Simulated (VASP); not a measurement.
# TiC (Cm) in VASP: single point with PBEsol

Aim: the single point of TiC with PBEsol.

Everything below comes from runs of VASP 6.6.1. Logs are shortened: lines on timing, memory, paths and dates and some standing lists are left out, and cuts for length are marked.

## Step 1: The cell of the first run

It takes space group Cm (No. 8, monoclinic). The conventional cell has a = 4.293 Å, b = 4.293 Å, c = 3.036 Å, α = 90.00°, β = 135.00°, γ = 90.00°. Ti (site symmetry m) has 6 C at 1.95 to 2.35 Å within 2.6 Å. Within 2.6 Å of C (site symmetry m) lie 6 Ti at 1.95 to 2.35 Å.

## Step 2: Single point, PBEsol (atom 1 (Ti) moved by (-0.200, -0.100) A along x and z)

Input file INCAR:

```
SYSTEM = TiC
  PREC = Accurate
  ENCUT = 520
  EDIFF = 1E-6
  ISMEAR = 0
  SIGMA = 0.15
  LREAL = .FALSE.
  LASPH = .TRUE.
  NELM = 80
  ALGO = Normal
  ISIF = 2
  LWAVE = .FALSE.
  LCHARG = .TRUE.
  GGA = PS
  LELF = .TRUE.
  LVHAR = .TRUE.
  NBANDS = 15
```

Input file KPOINTS:

```
Automatic mesh
0
G
  24 24 24
  0 0 0
```

Input file POSCAR:

```
TiC
1.0
    0.0000000000      2.1466854843      2.1466854843
    2.1466854843      0.0000000000      2.1466854843
    2.1466854843      2.1466854843      0.0000000000
Ti C
1 1
Direct
    0.0232917213     -0.0698751639     -0.0232917213
    0.5000000000      0.5000000000      0.5000000000
```

Potentials or basis: VASP PAW PBE potentials, release 64 (Ti_sv, C).

Command:

```sh
> cat potpaw_PBE.64/Ti_sv/POTCAR potpaw_PBE.64/C/POTCAR > POTCAR
> mpirun -np 1 vasp_std > vasp.out
```

OUTCAR:

```text
SYSTEM = TiC
   PREC = Accurate
   ENCUT = 520
   EDIFF = 1E-6
   ISMEAR = 0
   LREAL = .FALSE.
   LASPH = .TRUE.
   NELM = 80
   ISIF = 2
   GGA = PS

 ion  position               nearest neighbor table
   1  0.023  0.930  0.977-   2 1.95   2 2.06   2 2.16   2 2.16   2 2.26   2 2.35
   2  0.500  0.500  0.500-   1 1.95   1 2.06   1 2.16   1 2.16   1 2.26   1 2.35

  LATTYP: Found a face centered cubic cell.
 ALAT       =     4.2933709686

  Lattice vectors:

 A1 = (   0.0000000000,   2.1466854843,   2.1466854843)
 A2 = (   2.1466854843,   0.0000000000,   2.1466854843)
 A3 = (   2.1466854843,   2.1466854843,   0.0000000000)

Analysis of symmetry for initial positions (statically):
=====================================================================
 Subroutine PRICEL returns:
 Original cell was already a primitive cell.

 Routine SETGRP: Setting up the symmetry group for a
 face centered cubic supercell.

 Subroutine GETGRP returns: Found  2 space group operations
 (whereof  2 operations were pure point group operations)
 out of a pool of 48 trial point group operations.

The static configuration has the point symmetry C_1h.

Analysis of symmetry for dynamics (positions and initial velocities):
=====================================================================
 Subroutine PRICEL returns:
 Original cell was already a primitive cell.

 Routine SETGRP: Setting up the symmetry group for a
 face centered cubic supercell.

 Subroutine GETGRP returns: Found  2 space group operations
 (whereof  2 operations were pure point group operations)
 out of a pool of 48 trial point group operations.

The dynamic configuration has the point symmetry C_1h.

 Subroutine INISYM returns: Found  2 space group operations
 (whereof  2 operations are pure point group operations),
 and found     1 'primitive' translations

----------------------------------------------------------------------------------------

                                     Primitive cell

  volume of cell :      19.7850

  direct lattice vectors                    reciprocal lattice vectors
     0.000000000  2.146685484  2.146685484    -0.232917213  0.232917213  0.232917213
     2.146685484  0.000000000  2.146685484     0.232917213 -0.232917213  0.232917213
     2.146685484  2.146685484  0.000000000     0.232917213  0.232917213 -0.232917213

  length of vectors
     3.035871726  3.035871726  3.035871726     0.403424447  0.403424447  0.403424447

  position of ions in fractional coordinates (direct lattice)
     0.023291721  0.930124836  0.976708279
     0.500000000  0.500000000  0.500000000

  ion indices of the primitive-cell ions
   primitive index   ion index
                 1           1
                 2           2

----------------------------------------------------------------------------------------

 KPOINTS: Automatic mesh

Automatic generation of k-mesh.
 Grid dimensions read from file:
 generate k-points for:   24   24   24

 Generating k-lattice:

  Cartesian coordinates                     Fractional coordinates (reciprocal lattice)
    -0.009704884  0.009704884  0.009704884     0.041666667  0.000000000  0.000000000
     0.009704884 -0.009704884  0.009704884     0.000000000  0.041666667  0.000000000
     0.009704884  0.009704884 -0.009704884     0.000000000  0.000000000  0.041666667

  Length of vectors
     0.016809352  0.016809352  0.016809352

  Shift w.r.t. Gamma in fractional coordinates (k-lattice)
     0.000000000  0.000000000  0.000000000

 Subroutine IBZKPT returns following result:
 ===========================================

 Found   3614 irreducible k-points:

 Following reciprocal coordinates:
            Coordinates               Weight
  0.000000  0.000000  0.000000      1.000000
  0.041667  0.000000  0.000000      4.000000
  0.000000  0.041667  0.000000      4.000000
  0.083333  0.000000  0.000000      4.000000
  0.000000  0.083333  0.000000      4.000000
  0.125000  0.000000  0.000000      4.000000
[... 16 lines left out ...]
  0.000000  0.458333  0.000000      4.000000
  0.500000  0.000000  0.000000      2.000000
 [... further k-points ...]
   k-points           NKPTS =   3614   k-points in BZ     NKDIM =   3614   number of bands    NBANDS=     15
   number of dos      NEDOS =    301   number of ions     NIONS =      2
   total plane-waves  NPLWV =  13824
   dimension x,y,z NGX =    24 NGY =   24 NGZ =   24
   dimension x,y,z NGXF=    48 NGYF=   48 NGZF=   48
   ions per type =               1   1
   NGX,Y,Z   is equivalent  to a cutoff of  13.14, 13.14, 13.14 a.u.
   NGXF,Y,Z  is equivalent  to a cutoff of  26.29, 26.29, 26.29 a.u.
 SYSTEM =  TiC
   PREC   = accura    normal or accurate (medium, high low for compatibility)
   ISTART =      0    job   : 0-new  1-cont  2-samecut
   ICHARG =      2    charge: 1-file 2-atom 10-const
   ISPIN  =      1    spin polarized calculation?
   LNONCOLLINEAR =      F non collinear calculations
   LSORBIT =      F    spin-orbit coupling
   LASPH  =      T    aspherical Exc in radial PAW
   ENCUT  =  520.0 eV  38.22 Ry    6.18 a.u.   5.64  5.64  5.64*2*pi/ulx,y,z
   NELM   =     80;   NELMIN=  2; NELMDL= -5     # of ELM steps
   EDIFF  = 0.1E-05   stopping-criterion for ELM
   LREAL  =      F    real-space projection
   EDIFFG = 0.1E-04   stopping-criterion for IOM
   NSW    =      0    number of steps for IOM
   IBRION =     -1    ionic relax: 0-MD 1-quasi-New 2-CG
   NFREE  =      0    steps in history (QN), initial steepest desc. (CG)
   ISIF   =      2    stress and relaxation
   ISYM   =      2    0-nonsym 1-usesym 2-fastsym
   POTIM  = 0.5000    time-step for ionic-motion
   TEBEG  =    0.0;   TEEND  =   0.0 temperature during run
   PSTRESS=    0.0 pullay stress
   NELECT =      16.0000    total number of electrons
   NUPDOWN=      -1.0000    fix difference up-down
   EMIN   =  10.00;   EMAX   =-10.00  energy-range for DOS
   EFERMI =   0.00;   METHOD = LEGACY
   ISMEAR =     0;   SIGMA  =   0.15  broadening in eV -4-tet -1-fermi 0-gaus
   EFERMI_NEDOS =   21; number of points for ismear=-14 and -15
   IALGO  =     38    algorithm
   IMIX   =      4    mixing-type and parameters
     AMIX     =   0.40;   BMIX     =  1.00
     AMIX_MAG =   1.60;   BMIX_MAG =  1.00
  volume/ion in A,a.u.               =       9.89        66.76
  Fermi-wavevector in a.u.,A,eV,Ry     =   1.525234  2.882274 31.651750  2.326338
  Thomas-Fermi vector in A             =   2.633432
   LORBIT       =      0    0 simple, 1 ext, 2 COOP (PROOUT), +10 PAW based schemes
   GGA     = PS    functional components
   LHFCALC =     F    Hartree Fock is set to
   AEXX    =    0.0000 exact exchange contribution
   IVDW    =     0    specifies the selected vdW correction
   LEPSILON=     F    determine dielectric tensor
   LRPA    =     F    only Hartree local field effects (RPA)
 non-spin polarized calculation
 Gauss-broadening in eV      SIGMA  =   0.15
  energy-cutoff  :      520.00
  volume of cell :       19.78
 maximum number of plane-waves:       547
   NGX = 11   NGY = 11   NGZ = 11

 number of electron      16.0000000 magnetization

 Free energy of the ion-electron system (eV)
  ---------------------------------------------------
  ext. energy  EPLUGINS =         0.00000000
  ---------------------------------------------------
  free energy    TOTEN  =       -19.55452643 eV

  energy without entropy =      -19.55300555  energy(sigma->0) =      -19.55376599

 E-fermi :   9.6706     XC(G=0): -12.9730

 val. band max:        9.6616509855   @ k =   0.0000  -0.0833   0.0833
 cond. band min:       9.6759988288   @ k =   0.0417   0.3333   0.2917
 fundamental gap:      0.0143478433
 Fermi energy:         9.6705700016

 k-point     1 :       0.0000    0.0000    0.0000
  band No.  band energies     occupation
      1     -46.6260      2.00000
      2     -22.7506      2.00000
      3     -22.7474      2.00000
      4     -22.7439      2.00000
      5      -2.8286      2.00000
      6       9.2601      1.99989
      7       9.3754      1.99461
      8       9.7038      0.75395
      9      10.2726      0.00000
     10      11.2134      0.00000
     11      12.4295      0.00000
     12      12.7686      0.00000
     13      13.4439      0.00000
     14      20.2437      0.00000
     15      23.4436      0.00000

 k-point     2 :       0.0417    0.0000    0.0000
  band No.  band energies     occupation
      1     -46.6246      2.00000
      2     -22.7593      2.00000
      3     -22.7502      2.00000
      4     -22.7446      2.00000
      5      -2.7873      2.00000
      6       9.0250      2.00000
      7       9.3675      1.99572
      8       9.7815      0.29549
      9      10.2858      0.00000
     10      11.0954      0.00000
     11      12.3047      0.00000
     12      12.9219      0.00000
     13      13.7043      0.00000
     14      20.3126      0.00000
     15      23.4818      0.00000

 k-point     3 :       0.0000    0.0417    0.0000
  band No.  band energies     occupation
      1     -46.6246      2.00000
      2     -22.7579      2.00000
      3     -22.7489      2.00000
      4     -22.7471      2.00000
      5      -2.7878      2.00000
      6       9.0702      2.00000
      7       9.3733      1.99494
      8       9.6437      1.20011
      9      10.3106      0.00000
     10      11.1322      0.00000
     11      12.3642      0.00000
     12      12.9836      0.00000
     13      13.6078      0.00000
     14      20.3207      0.00000
     15      23.4742      0.00000
[... 343 lines left out ...]
 k-point    23 :       0.0000    0.4583    0.0000
  band No.  band energies     occupation
      1     -46.5426      2.00000
      2     -23.2988      2.00000
      3     -22.8026      2.00000
      4     -22.8014      2.00000
      5       0.6002      2.00000
      6       3.8093      2.00000
      7       6.6155      2.00000
      8       6.7028      2.00000
      9      12.5195      0.00000
     10      12.6250      0.00000
     11      13.8562      0.00000
     12      16.9846      0.00000
     13      18.0257      0.00000
     14      19.2541      0.00000
     15      24.9781      0.00000

 k-point    24 :       0.5000    0.0000    0.0000
  band No.  band energies     occupation
      1     -46.5403      2.00000
      2     -23.3202      2.00000
      3     -22.8074      2.00000
      4     -22.8007      2.00000
      5       0.7625      2.00000
      6       3.6651      2.00000
      7       6.7161      2.00000
      8       6.8774      2.00000
      9      12.5443      0.00000
     10      12.6207      0.00000
     11      13.8435      0.00000
     12      16.2140      0.00000
     13      17.7273      0.00000
     14      19.6997      0.00000
     15      25.0166      0.00000

 [... further k-points ...]
[... 5 lines left out ...]
  --------------------------------------------------------------------------------------
  -------------------------------------------------------------------------------------
  Total        1.8602360      0.0731863      0.5129901      0.0000000      0.0000000     -0.3899546
  in kB      150.6410658      5.9265949     41.5417050      0.0000000      0.0000000    -31.5783441
  external PRESSURE =      66.0364552 kB  Pullay stress =       0.0000000 kB

 VOLUME and BASIS-vectors are now :
 -----------------------------------------------------------------------------
  energy-cutoff  :      520.00
  volume of cell :       19.78
      direct lattice vectors                 reciprocal lattice vectors
     0.000000000  2.146685484  2.146685484    -0.232917213  0.232917213  0.232917213
     2.146685484  0.000000000  2.146685484     0.232917213 -0.232917213  0.232917213
     2.146685484  2.146685484  0.000000000     0.232917213  0.232917213 -0.232917213

 POSITION                                       TOTAL-FORCE (eV/Angst)
 -----------------------------------------------------------------------------------
      4.09337      2.14669      2.04669         2.126916      0.000000      0.867602
      2.14669      2.14669      2.14669        -2.126916      0.000000     -0.867602
 -----------------------------------------------------------------------------------
    total drift:                                0.000243      0.000000      0.000136

  FREE ENERGIE OF THE ION-ELECTRON SYSTEM (eV)
  ---------------------------------------------------
  free  energy   TOTEN  =       -19.5545264342 eV

  energy  without entropy=      -19.5530055484  energy(sigma->0) =      -19.55376599
```

Run time: 5.5 min. Hardware: 1 thread of Intel Xeon 6975P-C (Granite Rapids), shared host; peak memory 1.1 GiB.

What came out:

* Free energy: -19.5545 eV
* Pressure: 6.6 GPa
* Largest force: 2.297 eV/Å
* Band gap on the k mesh: zero (bands 8 and 9 overlap by 0.51 eV)

Forces in eV/Å, atoms in the order of the input:
```
Ti   2.127  0.000  0.868
C   -2.127  0.000 -0.868
```

Levels at points of the mesh, in eV from the Fermi level:
| k point | band 5 | band 6 | band 7 | band 8 | band 9 | band 10 | band 11 | band 12 |
| --- | --- | --- | --- | --- | --- | --- | --- | --- |
| (0.00, 0.00, 0.00) | -12.50 | -0.41 | -0.30 | 0.03 | 0.60 | 1.54 | 2.76 | 3.10 |
| (0.50, 0.00, 0.00) | -8.91 | -6.01 | -2.95 | -2.79 | 2.87 | 2.95 | 4.17 | 6.54 |
| (0.00, 0.50, 0.00) | -8.94 | -6.01 | -3.09 | -3.00 | 2.90 | 3.00 | 4.27 | 7.23 |
| (0.50, 0.50, 0.00) | -10.14 | -3.49 | -2.55 | -0.29 | 0.83 | 3.20 | 3.58 | 3.59 |
| (0.00, 0.50, 0.50) | -10.15 | -3.36 | -2.06 | -0.11 | 0.21 | 2.90 | 3.59 | 3.59 |
| (0.50, 0.00, 0.50) | -10.14 | -3.53 | -2.66 | -0.41 | 1.07 | 3.30 | 3.58 | 3.59 |

Caveat: the cell differs from its parent crystal (atom 1 (Ti) moved by (-0.200, -0.100) A along x and z); the cell stands under pressure; the PAW data sets were made with another functional, which shifts forces and pressure a little.
